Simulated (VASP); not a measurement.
# BN (pbesol) (F-43m) in VASP: a series of runs

BN (pbesol) is run at these levels: PBEsol; tasks: single point, relaxation of cell and atoms.

Program: VASP 6.6.1. These are calculated values, not measurements. Logs are shortened: lines on timing, memory, paths and dates and some standing lists are left out, and cuts for length are marked.

## Step 1: The cell of the first run

The structure is cubic, space group F-43m (No. 216). Conventional cell: a = 3.711 Å, b = 3.711 Å, c = 3.711 Å, α = 90.00°, β = 90.00°, γ = 90.00°. Within 2.1 Å of B (site symmetry -43m) lie 4 N at 1.61 Å. N (site symmetry -43m) has 4 B at 1.61 Å within 2.1 Å.

## Step 2: Single point, PBEsol (volume scaled by 1.09)

INCAR

```
  ALGO = Normal
  EDIFF = 1E-6
  ENCUT = 600
  GGA = PS
  GGA_COMPAT = F
  ISIF = 2
  ISMEAR = 0
  LASPH = T
  LCHARG = F
  LREAL = F
  LWAVE = F
  NBANDS = 11
  NELM = 120
  PREC = Accurate
  SIGMA = 0.02
```

KPOINTS

```
k-points
0
Gamma
  12 12 12
```

POSCAR

```
BN
1.0
    0.0000000000      1.8553818278      1.8553818278
    1.8553818278      0.0000000000      1.8553818278
    1.8553818278      1.8553818278      0.0000000000
B N
1 1
Direct
    0.0000000000      0.0000000000      0.0000000000
    0.2500000000      0.2500000000      0.2500000000
```

Potentials or basis: VASP PAW PBE potentials, release 64 (B, N).

On the command line:

```sh
$ cat potpaw_PBE.64/B/POTCAR potpaw_PBE.64/N/POTCAR > POTCAR
$ mpirun -np 1 vasp_std > vasp.out
```

OUTCAR:

```text
EDIFF = 1E-6
   ENCUT = 600
   GGA = PS
   ISIF = 2
   ISMEAR = 0
   LASPH = T
   LREAL = F
   NELM = 120
   PREC = Accurate

 ion  position               nearest neighbor table
   1  0.000  0.000  0.000-   2 1.61   2 1.61   2 1.61   2 1.61
   2  0.250  0.250  0.250-   1 1.61   1 1.61   1 1.61   1 1.61

  LATTYP: Found a face centered cubic cell.
 ALAT       =     3.7107636556

  Lattice vectors:

 A1 = (   0.0000000000,   1.8553818278,   1.8553818278)
 A2 = (   1.8553818278,   0.0000000000,   1.8553818278)
 A3 = (   1.8553818278,   1.8553818278,   0.0000000000)

Analysis of symmetry for initial positions (statically):
=====================================================================
 Subroutine PRICEL returns:
 Original cell was already a primitive cell.

 Routine SETGRP: Setting up the symmetry group for a
 face centered cubic supercell.

 Subroutine GETGRP returns: Found 24 space group operations
 (whereof 24 operations were pure point group operations)
 out of a pool of 48 trial point group operations.

The static configuration has the point symmetry T_d .

Analysis of symmetry for dynamics (positions and initial velocities):
=====================================================================
 Subroutine PRICEL returns:
 Original cell was already a primitive cell.

 Routine SETGRP: Setting up the symmetry group for a
 face centered cubic supercell.

 Subroutine GETGRP returns: Found 24 space group operations
 (whereof 24 operations were pure point group operations)
 out of a pool of 48 trial point group operations.

The dynamic configuration has the point symmetry T_d .

 Subroutine INISYM returns: Found 24 space group operations
 (whereof 24 operations are pure point group operations),
 and found     1 'primitive' translations

----------------------------------------------------------------------------------------

                                     Primitive cell

  volume of cell :      12.7741

  direct lattice vectors                    reciprocal lattice vectors
     0.000000000  1.855381828  1.855381828    -0.269486309  0.269486309  0.269486309
     1.855381828  0.000000000  1.855381828     0.269486309 -0.269486309  0.269486309
     1.855381828  1.855381828  0.000000000     0.269486309  0.269486309 -0.269486309

  length of vectors
     2.623906144  2.623906144  2.623906144     0.466763979  0.466763979  0.466763979

  position of ions in fractional coordinates (direct lattice)
     0.000000000  0.000000000  0.000000000
     0.250000000  0.250000000  0.250000000

  ion indices of the primitive-cell ions
   primitive index   ion index
                 1           1
                 2           2

----------------------------------------------------------------------------------------

 KPOINTS: k-points

Automatic generation of k-mesh.
 Grid dimensions read from file:
 generate k-points for:   12   12   12

 Generating k-lattice:

  Cartesian coordinates                     Fractional coordinates (reciprocal lattice)
    -0.022457192  0.022457192  0.022457192     0.083333333  0.000000000  0.000000000
     0.022457192 -0.022457192  0.022457192     0.000000000  0.083333333  0.000000000
     0.022457192  0.022457192 -0.022457192     0.000000000  0.000000000  0.083333333

  Length of vectors
     0.038896998  0.038896998  0.038896998

  Shift w.r.t. Gamma in fractional coordinates (k-lattice)
     0.000000000  0.000000000  0.000000000

 Subroutine IBZKPT returns following result:
 ===========================================

 Found     72 irreducible k-points:

 Following reciprocal coordinates:
            Coordinates               Weight
  0.000000  0.000000  0.000000      1.000000
  0.083333  0.000000  0.000000      8.000000
  0.166667  0.000000  0.000000      8.000000
  0.250000  0.000000  0.000000      8.000000
  0.333333  0.000000  0.000000      8.000000
  0.416667  0.000000  0.000000      8.000000
[... 16 lines left out ...]
  0.500000  0.166667  0.000000     24.000000
 -0.416667  0.166667  0.000000     24.000000
 [... further k-points ...]
   k-points           NKPTS =     72   k-points in BZ     NKDIM =     72   number of bands    NBANDS=     11
   number of dos      NEDOS =    301   number of ions     NIONS =      2
   total plane-waves  NPLWV =  13824
   dimension x,y,z NGX =    24 NGY =   24 NGZ =   24
   dimension x,y,z NGXF=    48 NGYF=   48 NGZF=   48
   ions per type =               1   1
   NGX,Y,Z   is equivalent  to a cutoff of  15.21, 15.21, 15.21 a.u.
   NGXF,Y,Z  is equivalent  to a cutoff of  30.41, 30.41, 30.41 a.u.
 SYSTEM =  unknown system
   PREC   = accura    normal or accurate (medium, high low for compatibility)
   ISTART =      0    job   : 0-new  1-cont  2-samecut
   ICHARG =      2    charge: 1-file 2-atom 10-const
   ISPIN  =      1    spin polarized calculation?
   LNONCOLLINEAR =      F non collinear calculations
   LSORBIT =      F    spin-orbit coupling
   LASPH  =      T    aspherical Exc in radial PAW
   ENCUT  =  600.0 eV  44.10 Ry    6.64 a.u.   5.24  5.24  5.24*2*pi/ulx,y,z
   NELM   =    120;   NELMIN=  2; NELMDL= -5     # of ELM steps
   EDIFF  = 0.1E-05   stopping-criterion for ELM
   LREAL  =      F    real-space projection
   EDIFFG = 0.1E-04   stopping-criterion for IOM
   NSW    =      0    number of steps for IOM
   IBRION =     -1    ionic relax: 0-MD 1-quasi-New 2-CG
   NFREE  =      0    steps in history (QN), initial steepest desc. (CG)
   ISIF   =      2    stress and relaxation
   ISYM   =      2    0-nonsym 1-usesym 2-fastsym
   POTIM  = 0.5000    time-step for ionic-motion
   TEBEG  =    0.0;   TEEND  =   0.0 temperature during run
   PSTRESS=    0.0 pullay stress
   NELECT =       8.0000    total number of electrons
   NUPDOWN=      -1.0000    fix difference up-down
   EMIN   =  10.00;   EMAX   =-10.00  energy-range for DOS
   EFERMI =   0.00;   METHOD = LEGACY
   ISMEAR =     0;   SIGMA  =   0.02  broadening in eV -4-tet -1-fermi 0-gaus
   EFERMI_NEDOS =   21; number of points for ismear=-14 and -15
   IALGO  =     38    algorithm
   IMIX   =      4    mixing-type and parameters
     AMIX     =   0.40;   BMIX     =  1.00
     AMIX_MAG =   1.60;   BMIX_MAG =  1.00
  volume/ion in A,a.u.               =       6.39        43.10
  Fermi-wavevector in a.u.,A,eV,Ry     =   1.400645  2.646836 26.692012  1.961808
  Thomas-Fermi vector in A             =   2.523585
   LORBIT       =      0    0 simple, 1 ext, 2 COOP (PROOUT), +10 PAW based schemes
   GGA     = PS    functional components
   LHFCALC =     F    Hartree Fock is set to
   AEXX    =    0.0000 exact exchange contribution
   IVDW    =     0    specifies the selected vdW correction
   LEPSILON=     F    determine dielectric tensor
   LRPA    =     F    only Hartree local field effects (RPA)
 non-spin polarized calculation
 Gauss-broadening in eV      SIGMA  =   0.02
  energy-cutoff  :      600.00
  volume of cell :       12.77
 maximum number of plane-waves:       444
 NGX is ok and might be reduce to    24
   NGX = 11   NGY = 11   NGZ = 11

 number of electron       8.0000000 magnetization

 Free energy of the ion-electron system (eV)
  ---------------------------------------------------
  ext. energy  EPLUGINS =         0.00000000
  ---------------------------------------------------
  free energy    TOTEN  =       -18.25524190 eV

  energy without entropy =      -18.25524190  energy(sigma->0) =      -18.25524190

 E-fermi :   6.6347     XC(G=0): -12.6373

 val. band max:        6.4266371420   @ k =   0.0000   0.0000   0.0000
 cond. band min:      10.6176127844   @ k =   0.5000   0.5000   0.0000
 fundamental gap:      4.1909756423
 Fermi energy:         6.6347466349

 k-point     1 :       0.0000    0.0000    0.0000
  band No.  band energies     occupation
      1     -12.9595      2.00000
      2       6.4266      2.00000
      3       6.4266      2.00000
      4       6.4266      2.00000
      5      14.8216      0.00000
      6      14.8216      0.00000
      7      14.8216      0.00000
      8      15.4595      0.00000
      9      29.5005      0.00000
     10      33.1714      0.00000
     11      33.1714      0.00000

 k-point     2 :       0.0833    0.0000    0.0000
  band No.  band energies     occupation
      1     -12.8003      2.00000
      2       5.5508      2.00000
      3       6.2596      2.00000
      4       6.2596      2.00000
      5      14.8688      0.00000
      6      15.0738      0.00000
      7      15.0738      0.00000
      8      16.1425      0.00000
      9      29.4211      0.00000
     10      31.0032      0.00000
     11      31.0032      0.00000

 k-point     3 :       0.1667    0.0000    0.0000
  band No.  band energies     occupation
      1     -12.3290      2.00000
      2       3.5491      2.00000
      3       5.8520      2.00000
      4       5.8520      2.00000
      5      15.0071      0.00000
      6      15.6629      0.00000
      7      15.6629      0.00000
      8      17.5494      0.00000
      9      29.0801      0.00000
     10      29.5251      0.00000
     11      29.5251      0.00000

 k-point     4 :       0.2500    0.0000    0.0000
  band No.  band energies     occupation
      1     -11.5701      2.00000
      2       1.2113      2.00000
      3       5.3795      2.00000
      4       5.3795      2.00000
      5      15.1913      0.00000
      6      16.2348      0.00000
      7      16.2348      0.00000
      8      18.9130      0.00000
      9      28.5960      0.00000
     10      29.1159      0.00000
     11      29.1159      0.00000
[... 239 lines left out ...]
 k-point    22 :       0.4167    0.1667    0.0000
  band No.  band energies     occupation
      1      -9.7562      2.00000
      2      -1.3266      2.00000
      3       3.4565      2.00000
      4       3.6815      2.00000
      5      14.4182      0.00000
      6      17.8710      0.00000
      7      18.5933      0.00000
      8      19.3034      0.00000
      9      25.6877      0.00000
     10      31.0723      0.00000
     11      33.5212      0.00000

 k-point    23 :       0.5000    0.1667    0.0000
  band No.  band energies     occupation
      1      -8.8800      2.00000
      2      -2.7587      2.00000
      3       2.9070      2.00000
      4       3.7478      2.00000
      5      14.7687      0.00000
      6      17.7783      0.00000
      7      18.3834      0.00000
      8      20.4915      0.00000
      9      26.0490      0.00000
     10      31.2160      0.00000
     11      32.7260      0.00000

 k-point    24 :      -0.4167    0.1667    0.0000
  band No.  band energies     occupation
      1      -8.7164      2.00000
      2      -3.0005      2.00000
      3       2.5323      2.00000
      4       4.0401      2.00000
      5      15.2020      0.00000
      6      17.6242      0.00000
      7      18.0199      0.00000
      8      21.0307      0.00000
      9      26.3282      0.00000
     10      30.6584      0.00000
     11      31.4573      0.00000

 [... further k-points ...]
[... 5 lines left out ...]
  --------------------------------------------------------------------------------------
  -------------------------------------------------------------------------------------
  Total       -2.2552814     -2.2552814     -2.2552814      0.0000000     -0.0000000     -0.0000000
  in kB     -282.8664393   -282.8664393   -282.8664393      0.0000000     -0.0000000     -0.0000000
  external PRESSURE =    -282.8664393 kB  Pullay stress =       0.0000000 kB

 VOLUME and BASIS-vectors are now :
 -----------------------------------------------------------------------------
  energy-cutoff  :      600.00
  volume of cell :       12.77
      direct lattice vectors                 reciprocal lattice vectors
     0.000000000  1.855381828  1.855381828    -0.269486309  0.269486309  0.269486309
     1.855381828  0.000000000  1.855381828     0.269486309 -0.269486309  0.269486309
     1.855381828  1.855381828  0.000000000     0.269486309  0.269486309 -0.269486309

 POSITION                                       TOTAL-FORCE (eV/Angst)
 -----------------------------------------------------------------------------------
      0.00000      0.00000      0.00000        -0.000000     -0.000000     -0.000000
      0.92769      0.92769      0.92769         0.000000      0.000000      0.000000
 -----------------------------------------------------------------------------------
    total drift:                                0.000000      0.000000      0.000000

  FREE ENERGIE OF THE ION-ELECTRON SYSTEM (eV)
  ---------------------------------------------------
  free  energy   TOTEN  =       -18.2552419004 eV

  energy  without entropy=      -18.2552419004  energy(sigma->0) =      -18.25524190
```

Wall time 7.4 s (1 thread of AMD EPYC 9R45 (Zen 5), shared host); peak memory 0.11 GiB.

Results:

```
Free energy            : -18.2552 eV
Pressure               : -28.3 GPa
Band gap on the k mesh : 4.19 eV, indirect (least direct gap 8.39 eV)
```

Caveat: the cell differs from its parent crystal (volume scaled by 1.09); the PAW data sets were made with another functional, which shifts forces and pressure a little.

## Step 3: Relaxation of cell and atoms, PBEsol

This run uses another cell than the first one, of 5.91 Å³/atom, 0.925 times its volume.

INCAR

```
SYSTEM = BN
PREC = Accurate ; ENCUT = 600
EDIFF = 1E-7 ; ISMEAR = 0
SIGMA = 0.02 ; LREAL = .False.
LASPH = .True. ; NELM = 120
ALGO = Normal ; ISIF = 3
LWAVE = .False. ; LCHARG = .False.
GGA = PS ; IBRION = 2
NSW = 100 ; EDIFFG = -0.002
GGA_COMPAT = .False. ; NELMIN = 4
```

KPOINTS

```
Automatic mesh
0
Gamma
  12 12 12
  0 0 0
```

POSCAR

```
BN
1.0
    0.0000000000      1.8075000000      1.8075000000
    1.8075000000      0.0000000000      1.8075000000
    1.8075000000      1.8075000000      0.0000000000
B N
1 1
Direct
    0.0000000000      0.0000000000      0.0000000000
    0.2500000000      0.2500000000      0.2500000000
```

Potentials or basis: VASP PAW PBE potentials, release 64 (B, N).

On the command line:

```sh
$ cat potpaw_PBE.64/B/POTCAR potpaw_PBE.64/N/POTCAR > POTCAR
$ mpirun -np 1 vasp_std > vasp.out
```

OUTCAR:

```text
SYSTEM = BN
   PREC = Accurate
   ENCUT = 600
   EDIFF = 1E-7
   ISMEAR = 0
   LREAL = .False.
   LASPH = .True.
   NELM = 120
   ISIF = 3
   GGA = PS
   IBRION = 2
   NSW = 100
   EDIFFG = -0.002
   NELMIN = 4

 ion  position               nearest neighbor table
   1  0.000  0.000  0.000-   2 1.57   2 1.57   2 1.57   2 1.57
   2  0.250  0.250  0.250-   1 1.57   1 1.57   1 1.57   1 1.57

  LATTYP: Found a face centered cubic cell.
 ALAT       =     3.6150000000

  Lattice vectors:

 A1 = (   0.0000000000,   1.8075000000,   1.8075000000)
 A2 = (   1.8075000000,   0.0000000000,   1.8075000000)
 A3 = (   1.8075000000,   1.8075000000,   0.0000000000)

Analysis of symmetry for initial positions (statically):
=====================================================================
[... 252 lines left out ...]

  energy without entropy =      -18.35099488  energy(sigma->0) =      -18.35099488

 E-fermi :   7.5554     XC(G=0): -13.0501

 val. band max:        7.4479735393   @ k =   0.0000   0.0000   0.0000
 cond. band min:      11.7321410510   @ k =   0.5000   0.5000   0.0000
 fundamental gap:      4.2841675116
 Fermi energy:         7.5553530407

 k-point     1 :       0.0000    0.0000    0.0000
  band No.  band energies     occupation
      1     -12.8842      2.00000
      2       7.4480      2.00000
      3       7.4480      2.00000
      4       7.4480      2.00000
      5      16.2421      0.00000
      6      16.2421      0.00000
      7      16.2421      0.00000
      8      17.8285      0.00000
[... 243 lines left out ...]
 k-point    24 :      -0.4167    0.1667    0.0000
  band No.  band energies     occupation
      1      -8.2143      2.00000
      2      -2.6919      2.00000
      3       3.2760      2.00000
      4       4.8466      2.00000
      5      16.6653      0.00000
      6      19.6712      0.00000
      7      19.6732      0.00000
      8      23.1371      0.00000

 [... further k-points ...]
[... 5 lines left out ...]
  --------------------------------------------------------------------------------------
  -------------------------------------------------------------------------------------
  Total        0.0002226      0.0002226      0.0002226      0.0000000      0.0000000     -0.0000000
  in kB        0.0304010      0.0304010      0.0304010      0.0000000      0.0000000     -0.0000000
  external PRESSURE =       0.0304010 kB  Pullay stress =       0.0000000 kB
[... 17 lines left out ...]
  FREE ENERGIE OF THE ION-ELECTRON SYSTEM (eV)
  ---------------------------------------------------
  free  energy   TOTEN  =       -18.3509948784 eV

  energy  without entropy=      -18.3509948784  energy(sigma->0) =      -18.35099488

 reached required accuracy - stopping structural energy minimisation
```

OSZICAR:

```text
N       E                     dE             d eps       ncg     rms          rms(c)
DAV:   1     0.131879463616E+02    0.13188E+02   -0.55797E+03  1176   0.111E+03
DAV:   2    -0.190150523016E+02   -0.32203E+02   -0.31648E+02  1560   0.206E+02
DAV:   3    -0.192953796354E+02   -0.28033E+00   -0.28033E+00  1384   0.225E+01
[... 22 lines left out ...]
DAV:   3    -0.183510078072E+02    0.38539E-04   -0.98755E-05  1336   0.104E-01    0.230E-02
DAV:   4    -0.183509953633E+02    0.12444E-04   -0.16774E-05  1352   0.369E-02    0.651E-03
DAV:   5    -0.183509950206E+02    0.34268E-06   -0.50984E-07  1384   0.652E-03    0.389E-03
DAV:   6    -0.183509948665E+02    0.15414E-06   -0.23712E-08   592   0.221E-03    0.135E-04
DAV:   7    -0.183509948784E+02   -0.11917E-07   -0.18934E-09   576   0.535E-04
   3 F= -.18350995E+02 E0= -.18350995E+02  d E =-.678158E-03
```

CONTCAR:

```text
BN
   1.00000000000000
    -0.0000000000000000    1.8033286493775176    1.8033286493775176
     1.8033286493775176    0.0000000000000000    1.8033286493775176
     1.8033286493775176    1.8033286493775176    0.0000000000000000
  B               N
     1     1
Direct
     0.0000000000000000    0.0000000000000000    0.0000000000000000
     0.2500000000000000    0.2500000000000000    0.2500000000000000

  0.00000000E+00  0.00000000E+00  0.00000000E+00
  0.00000000E+00  0.00000000E+00  0.00000000E+00
```

It took 8.7 s on 1 thread of AMD EPYC 9R45 (Zen 5), shared host; peak memory 0.09 GiB.

Results:

```yaml
Free_energy: -18.3510 eV
Relaxed_volume: 5.86 Å³/atom
Relaxed_cell: a = 2.550 Å, b = 2.550 Å, c = 2.550 Å, α = 60.00°, β = 60.00°, γ = 60.00°
Space_group_after_relaxing_to_0.05_Å: F-43m (No. 216)
Energy_gained_by_relaxing: 0.3 meV/atom
Ionic_steps: 3
Pressure_after_relaxing: 0.0 GPa
Band_gap_on_the_k_mesh: 4.28 eV, indirect (least direct gap 8.79 eV)
```

The path:
```csv
step,energy change (eV),largest force (eV/Å),pressure (GPa),volume (Å³)
1,0.0000,0.0000,-2.64,11.81
2,0.0001,0.0000,2.82,11.64
3,-0.0007,0.0000,0.00,11.73
```

Final structure:
```xyz
2
Lattice="0.0000 1.8033 1.8033 1.8033 0.0000 1.8033 1.8033 1.8033 0.0000" Properties=species:S:1:pos:R:3 pbc="T T T"
B     0.0000    0.0000    0.0000
N     0.9017    0.9017    0.9017
```

Caveat: the PAW data sets were made with another functional, which shifts forces and pressure a little. A k mesh can miss the band edges.
